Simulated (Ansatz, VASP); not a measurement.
**Te2Mo: VASP beside Ansatz**

```xyz
6
Lattice="3.5182 0.0000 0.0000 -1.7591 3.0469 0.0000 0.0000 0.0000 13.9736" Properties=species:S:1:pos:R:3 pbc="T T T"
Te    0.0000    2.0312    8.6653
Te    1.7591    1.0156    1.6785
Te    0.0000    2.0312   12.2951
Te    1.7591    1.0156    5.3083
Mo    0.0000    2.0312    3.4934
Mo    1.7591    1.0156   10.4802
```

Alike in both runs: functional PBE; k mesh 12 × 12 × 3; no spin polarisation.

Ansatz relaxed the structure, and its values are those at the end. VASP's run is a single point on that final structure, the one shown.

|  | VASP | Ansatz |
| --- | --- | --- |
| version | VASP 6.6.1 | Ansatz 0.2.0 |
| potentials or method | VASP PAW PBE potentials, release 64 (Te, Mo_sv), cutoff 520 eV | scalar-relativistic, plane waves, PAW |
| occupations | gaussian, width 0.01 eV | fixed |
| valence electrons in the cell | 52 | 92 |

|  | VASP | Ansatz | Ansatz less VASP |
| --- | --- | --- | --- |
| gap on the k mesh at the Fermi level (eV) | 0.75 | 0.75 | +0.005 |
| least direct gap on the mesh (eV) | 1.05 | 1.05 | 0.000 |
| pressure (GPa) | 2.2 | 2.2 | -0.01 |
| rms of the force components (eV/Å) | 0.006 | 0.000 | -0.0064 |

VASP's potentials hold 52 valence electrons a cell and Ansatz's 92, so a difference there can come from the potentials and not from the codes. Ansatz's warnings: stress scf threshold loose.

Neither program's run includes spin-orbit coupling.
